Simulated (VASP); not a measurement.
# Pt (I4/mmm) in VASP: further runs

Runs on Pt. Level: PBE. Tasks: single point.

Everything below comes from runs of VASP 6.6.1. Logs are shortened: lines on timing, memory, paths and dates and some standing lists are left out, and cuts for length are marked.

### Step 1. The cell of the first run

Symmetry: I4/mmm, No. 139, tetragonal system. The conventional cell has a = 3.042 Å, b = 3.042 Å, c = 3.422 Å, α = 90.00°, β = 90.00°, γ = 90.00°. Pt (site symmetry 4/mmm) has 14 Pt at 2.75 to 3.42 Å within 3.6 Å.

### Step 2. Single point, PBE (strain -0.040 along x and y, +0.080 along z)

INCAR reads:

```
  PREC = Accurate
  ENCUT = 520
  EDIFF = 1E-6
  ISMEAR = 0
  SIGMA = 0.15
  LREAL = F
  LASPH = T
  NELM = 80
  ALGO = Fast
  ISIF = 2
  LWAVE = F
  LCHARG = F
  GGA = PE
  NBANDS = 11
```

KPOINTS reads:

```
regular mesh
0
Gamma
  22 22 22
```

POSCAR reads:

```
Pt
1.0
   -1.5208512000      1.5208512000      1.7109576000
    1.5208512000     -1.5208512000      1.7109576000
    1.5208512000      1.5208512000     -1.7109576000
Pt
1
Direct
    0.0000000000      0.0000000000      0.0000000000
```

Potentials or basis: VASP PAW PBE potentials, release 64 (Pt).

Started as:

```console
$ cat potpaw_PBE.64/Pt/POTCAR > POTCAR
$ mpirun -np 1 vasp_std > vasp.out
```

OUTCAR:

```text
PREC = Accurate
   ENCUT = 520
   EDIFF = 1E-6
   ISMEAR = 0
   LREAL = F
   LASPH = T
   NELM = 80
   ISIF = 2
   GGA = PE

 ion  position               nearest neighbor table
   1  0.000  0.000  0.000-

  LATTYP: Found a body centered tetragonal cell.
 ALAT       =     3.0417024000
 C/A-ratio  =     1.1250000000

  Lattice vectors:

 A1 = (  -1.5208512000,   1.5208512000,   1.7109576000)
 A2 = (   1.5208512000,  -1.5208512000,   1.7109576000)
 A3 = (   1.5208512000,   1.5208512000,  -1.7109576000)

Analysis of symmetry for initial positions (statically):
=====================================================================
 Subroutine PRICEL returns:
 Original cell was already a primitive cell.

 Routine SETGRP: Setting up the symmetry group for a
 body centered tetragonal supercell.

 Subroutine GETGRP returns: Found 16 space group operations
 (whereof 16 operations were pure point group operations)
 out of a pool of 16 trial point group operations.

The static configuration has the point symmetry D_4h.

Analysis of symmetry for dynamics (positions and initial velocities):
=====================================================================
 Subroutine PRICEL returns:
 Original cell was already a primitive cell.

 Routine SETGRP: Setting up the symmetry group for a
 body centered tetragonal supercell.

 Subroutine GETGRP returns: Found 16 space group operations
 (whereof 16 operations were pure point group operations)
 out of a pool of 16 trial point group operations.

The dynamic configuration has the point symmetry D_4h.

 Subroutine INISYM returns: Found 16 space group operations
 (whereof 16 operations are pure point group operations),
 and found     1 'primitive' translations

----------------------------------------------------------------------------------------

                                     Primitive cell

  volume of cell :      15.8297

  direct lattice vectors                    reciprocal lattice vectors
    -1.520851200  1.520851200  1.710957600     0.000000000  0.328763261  0.292234010
     1.520851200 -1.520851200  1.710957600     0.328763261  0.000000000  0.292234010
     1.520851200  1.520851200 -1.710957600     0.328763261  0.328763261  0.000000000

  length of vectors
     2.748336343  2.748336343  2.748336343     0.439870433  0.439870433  0.464941463

  position of ions in fractional coordinates (direct lattice)
     0.000000000  0.000000000  0.000000000

  ion indices of the primitive-cell ions
   primitive index   ion index
                 1           1

----------------------------------------------------------------------------------------

 KPOINTS: regular mesh

Automatic generation of k-mesh.
 Grid dimensions read from file:
 generate k-points for:   22   22   22

 Generating k-lattice:

  Cartesian coordinates                     Fractional coordinates (reciprocal lattice)
     0.000000000  0.014943785  0.013283364     0.045454545  0.000000000  0.000000000
     0.014943785  0.000000000  0.013283364     0.000000000  0.045454545  0.000000000
     0.014943785  0.014943785  0.000000000     0.000000000  0.000000000  0.045454545

  Length of vectors
     0.019994111  0.019994111  0.021133703

  Shift w.r.t. Gamma in fractional coordinates (k-lattice)
     0.000000000  0.000000000  0.000000000

 Subroutine IBZKPT returns following result:
 ===========================================

 Found    834 irreducible k-points:

 Following reciprocal coordinates:
            Coordinates               Weight
  0.000000  0.000000  0.000000      1.000000
  0.045455 -0.000000  0.000000      8.000000
  0.090909 -0.000000  0.000000      8.000000
  0.136364  0.000000 -0.000000      8.000000
  0.181818  0.000000 -0.000000      8.000000
  0.227273  0.000000  0.000000      8.000000
[... 16 lines left out ...]
  0.500000  0.045455  0.000000     16.000000
 -0.454545  0.045455  0.000000     16.000000
 [... further k-points ...]
   k-points           NKPTS =    834   k-points in BZ     NKDIM =    834   number of bands    NBANDS=     11
   number of dos      NEDOS =    301   number of ions     NIONS =      1
   total plane-waves  NPLWV =   8000
   dimension x,y,z NGX =    20 NGY =   20 NGZ =   20
   dimension x,y,z NGXF=    40 NGYF=   40 NGZF=   40
   ions per type =               1
   NGX,Y,Z   is equivalent  to a cutoff of  12.10, 12.10, 12.10 a.u.
   NGXF,Y,Z  is equivalent  to a cutoff of  24.20, 24.20, 24.20 a.u.
 SYSTEM =  unknown system
   PREC   = accura    normal or accurate (medium, high low for compatibility)
   ISTART =      0    job   : 0-new  1-cont  2-samecut
   ICHARG =      2    charge: 1-file 2-atom 10-const
   ISPIN  =      1    spin polarized calculation?
   LNONCOLLINEAR =      F non collinear calculations
   LSORBIT =      F    spin-orbit coupling
   LASPH  =      T    aspherical Exc in radial PAW
   ENCUT  =  520.0 eV  38.22 Ry    6.18 a.u.   5.11  5.11  5.11*2*pi/ulx,y,z
   NELM   =     80;   NELMIN=  2; NELMDL= -5     # of ELM steps
   EDIFF  = 0.1E-05   stopping-criterion for ELM
   LREAL  =      F    real-space projection
   EDIFFG = 0.1E-04   stopping-criterion for IOM
   NSW    =      0    number of steps for IOM
   IBRION =     -1    ionic relax: 0-MD 1-quasi-New 2-CG
   NFREE  =      0    steps in history (QN), initial steepest desc. (CG)
   ISIF   =      2    stress and relaxation
   ISYM   =      2    0-nonsym 1-usesym 2-fastsym
   POTIM  = 0.5000    time-step for ionic-motion
   TEBEG  =    0.0;   TEEND  =   0.0 temperature during run
   PSTRESS=    0.0 pullay stress
   NELECT =      10.0000    total number of electrons
   NUPDOWN=      -1.0000    fix difference up-down
   EMIN   =  10.00;   EMAX   =-10.00  energy-range for DOS
   EFERMI =   0.00;   METHOD = LEGACY
   ISMEAR =     0;   SIGMA  =   0.15  broadening in eV -4-tet -1-fermi 0-gaus
   EFERMI_NEDOS =   21; number of points for ismear=-14 and -15
   IALGO  =     68    algorithm
   IMIX   =      4    mixing-type and parameters
     AMIX     =   0.40;   BMIX     =  1.00
     AMIX_MAG =   1.60;   BMIX_MAG =  1.00
  volume/ion in A,a.u.               =      15.83       106.82
  Fermi-wavevector in a.u.,A,eV,Ry     =   1.404701  2.654500 26.846816  1.973185
  Thomas-Fermi vector in A             =   2.527236
   LORBIT       =      0    0 simple, 1 ext, 2 COOP (PROOUT), +10 PAW based schemes
   GGA     = PE    functional components
   LHFCALC =     F    Hartree Fock is set to
   AEXX    =    0.0000 exact exchange contribution
   IVDW    =     0    specifies the selected vdW correction
   LEPSILON=     F    determine dielectric tensor
   LRPA    =     F    only Hartree local field effects (RPA)
 non-spin polarized calculation
 RMM-DIIS sequential band-by-band and
 Gauss-broadening in eV      SIGMA  =   0.15
  energy-cutoff  :      520.00
  volume of cell :       15.83
 maximum number of plane-waves:       440
   NGX = 11   NGY = 11   NGZ = 11

 number of electron      10.0000003 magnetization

 Free energy of the ion-electron system (eV)
  ---------------------------------------------------
  ext. energy  EPLUGINS =         0.00000000
  ---------------------------------------------------
  free energy    TOTEN  =        -6.03706668 eV

  energy without entropy =       -6.02341938  energy(sigma->0) =       -6.03024303

 E-fermi :  10.1944     XC(G=0): -13.1943

 val. band max:       10.1933979734   @ k =  -0.1818   0.2727   0.1364
 cond. band min:      10.1963386746   @ k =  -0.2273   0.4545   0.1364
 fundamental gap:      0.0029407012
 Fermi energy:        10.1944399919

 k-point     1 :       0.0000    0.0000    0.0000
  band No.  band energies     occupation
      1       0.6859      2.00000
      2       6.4920      2.00000
      3       6.4920      2.00000
      4       7.3926      2.00000
      5       8.4694      2.00000
      6       9.5390      2.00000
      7      26.0331      0.00000
      8      28.0592      0.00000
      9      28.0592      0.00000
     10      34.4077      0.00000
     11      36.2470      0.00000

 k-point     2 :       0.0455   -0.0000    0.0000
  band No.  band energies     occupation
      1       0.7676      2.00000
      2       6.4946      2.00000
      3       6.5163      2.00000
      4       7.4010      2.00000
      5       8.4496      2.00000
      6       9.5156      2.00000
      7      26.1332      0.00000
      8      28.0384      0.00000
      9      28.1772      0.00000
     10      33.6476      0.00000
     11      36.8699      0.00000

 k-point     3 :       0.0909   -0.0000    0.0000
  band No.  band energies     occupation
      1       1.0079      2.00000
      2       6.4991      2.00000
      3       6.5611      2.00000
      4       7.4561      2.00000
      5       8.3989      2.00000
      6       9.4547      2.00000
      7      26.3979      0.00000
      8      27.8757      0.00000
      9      28.5255      0.00000
     10      32.6861      0.00000
     11      35.5703      0.00000

 k-point     4 :       0.1364    0.0000   -0.0000
  band No.  band energies     occupation
      1       1.3920      2.00000
      2       6.4991      2.00000
      3       6.5591      2.00000
      4       7.6289      2.00000
      5       8.3407      2.00000
      6       9.3791      2.00000
      7      26.6986      0.00000
      8      27.3350      0.00000
      9      29.0875      0.00000
     10      32.2388      0.00000
     11      34.0806      0.00000

 k-point     5 :       0.1818    0.0000   -0.0000
  band No.  band energies     occupation
      1       1.8890      2.00000
      2       6.4766      2.00000
      3       6.5011      2.00000
      4       7.9558      2.00000
      5       8.3026      2.00000
      6       9.3147      2.00000
      7      26.2021      0.00000
      8      26.9135      0.00000
      9      29.8345      0.00000
     10      32.3887      0.00000
     11      33.0661      0.00000
[... 211 lines left out ...]
 k-point    21 :       0.4091    0.0455   -0.0000
  band No.  band energies     occupation
      1       3.6407      2.00000
      2       5.7566      2.00000
      3       8.2690      2.00000
      4       8.8769      2.00000
      5       9.8068      1.99974
      6      11.0697      0.00000
      7      17.2965      0.00000
      8      24.2040      0.00000
      9      27.1988      0.00000
     10      32.9371      0.00000
     11      35.0848      0.00000

 k-point    22 :       0.4545    0.0455    0.0000
  band No.  band energies     occupation
      1       3.6379      2.00000
      2       5.7092      2.00000
      3       8.2456      2.00000
      4       9.2952      2.00000
      5      10.0854      1.69602
      6      11.4219      0.00000
      7      16.2871      0.00000
      8      23.9981      0.00000
      9      26.7926      0.00000
     10      32.5607      0.00000
     11      35.6475      0.00000

 k-point    23 :       0.5000    0.0455    0.0000
  band No.  band energies     occupation
      1       3.6370      2.00000
      2       5.7054      2.00000
      3       8.2035      2.00000
      4       9.4250      2.00000
      5      10.0667      1.77151
      6      11.4182      0.00000
      7      16.2194      0.00000
      8      23.9840      0.00000
      9      26.8133      0.00000
     10      32.4373      0.00000
     11      35.7420      0.00000

 k-point    24 :      -0.4545    0.0455    0.0000
  band No.  band energies     occupation
      1       3.6392      2.00000
      2       5.7461      2.00000
      3       8.1434      2.00000
      4       9.1992      2.00000
      5       9.7891      1.99987
      6      11.0443      0.00000
      7      17.1346      0.00000
      8      24.1626      0.00000
      9      27.2624      0.00000
     10      32.5435      0.00000
     11      35.3650      0.00000

 [... further k-points ...]

------------------------ aborting loop because EDIFF is reached ----------------------------------------

  FORCE on cell =-STRESS in cart. coord.  units (eV):
  Direction    XX          YY          ZZ          XY          YZ          ZX
  --------------------------------------------------------------------------------------
  -------------------------------------------------------------------------------------
  Total       -0.3096502     -0.3096502      0.2844736      0.0000000     -0.0000000      0.0000000
  in kB      -31.3407435    -31.3407435     28.7925321      0.0000000     -0.0000000      0.0000000
  external PRESSURE =     -11.2963183 kB  Pullay stress =       0.0000000 kB

 VOLUME and BASIS-vectors are now :
 -----------------------------------------------------------------------------
  energy-cutoff  :      520.00
  volume of cell :       15.83
      direct lattice vectors                 reciprocal lattice vectors
    -1.520851200  1.520851200  1.710957600     0.000000000  0.328763261  0.292234010
     1.520851200 -1.520851200  1.710957600     0.328763261  0.000000000  0.292234010
     1.520851200  1.520851200 -1.710957600     0.328763261  0.328763261  0.000000000

 POSITION                                       TOTAL-FORCE (eV/Angst)
 -----------------------------------------------------------------------------------
      0.00000      0.00000      0.00000         0.000000      0.000000      0.000000
 -----------------------------------------------------------------------------------
    total drift:                                0.000000      0.000000      0.000000

  FREE ENERGIE OF THE ION-ELECTRON SYSTEM (eV)
  ---------------------------------------------------
  free  energy   TOTEN  =        -6.0370666776 eV

  energy  without entropy=       -6.0234193795  energy(sigma->0) =       -6.03024303
```

It took 2.8 min on 1 thread of Intel Xeon 8259CL, shared host; peak memory 0.25 GiB.

What came out:

| Item | Value |
| --- | --- |
| Free energy | -6.0371 eV |
| Pressure | -1.1 GPa |
| Band gap on the k mesh | zero (bands 5 and 6 overlap by 2.19 eV) |

Caveat: the cell differs from its parent crystal (strain -0.040 along x and y, +0.080 along z); spin-orbit coupling is left out, which moves the levels of the heavy elements.

### Step 3. Single point, PBE (strain +0.040 along x and y, -0.080 along z)

INCAR reads:

```
SYSTEM = Pt
PREC     = Accurate       ! precision mode
ENCUT    = 520            ! plane-wave cutoff, eV
EDIFF    = 1E-6           ! SCF threshold, eV
ISMEAR   = 0              ! smearing method
SIGMA    = 0.15           ! smearing width, eV
LREAL    = .FALSE.        ! projectors in reciprocal space
LASPH    = .TRUE.         ! aspherical terms in the spheres
NELM     = 100            ! most SCF steps
ALGO     = Fast           ! electronic algorithm
ISIF     = 2              ! what is computed and relaxed
LWAVE    = .FALSE.        ! write WAVECAR
LCHARG   = .FALSE.        ! write CHGCAR
GGA      = PE             ! functional
NBANDS   = 11             ! bands
```

KPOINTS reads:

```
regular mesh
0
G
  22 22 22
  0 0 0
```

POSCAR reads:

```
Pt
1.0
   -1.6475888000      1.6475888000      1.4574824000
    1.6475888000     -1.6475888000      1.4574824000
    1.6475888000      1.6475888000     -1.4574824000
Pt
1
Direct
    0.0000000000      0.0000000000      0.0000000000
```

Potentials or basis: VASP PAW PBE potentials, release 64 (Pt).

Started as:

```console
$ cat potpaw_PBE.64/Pt/POTCAR > POTCAR
$ mpirun -np 1 vasp_std > vasp.out
```

It took 2.8 min on 1 thread of Intel Xeon 8259CL, shared host; peak memory 0.25 GiB.

It converged, with:

| Property | Result |
| --- | --- |
| Free energy | -6.0525 eV |
| Pressure | -1.1 GPa |
| Band gap on the k mesh | zero (bands 5 and 6 overlap by 2.12 eV) |

Stress tensor (GPa, compression positive):
```
 2.32  0.00  0.00
 0.00  2.32  0.00
 0.00  0.00 -7.92
```

Levels at points of the mesh, in eV from the Fermi level:
```
           k point  band 3  band 4  band 5  band 6  band 7  band 8
(0.00, 0.00, 0.00)   -3.08   -3.08   -1.99   -0.51   16.26   16.26
(0.50, 0.00, 0.00)   -1.29   -0.09    0.53    0.90    6.63   12.80
(0.50, 0.50, 0.00)   -2.23   -1.11   -0.28    0.78    5.52   14.24
(0.50, 0.50, 0.50)    0.33    0.33    0.69    6.41    6.41   10.24
```

Caveat: the cell differs from its parent crystal (strain +0.040 along x and y, -0.080 along z); spin-orbit coupling is left out, which moves the levels of the heavy elements.

(Continued in part 2 of 2.)
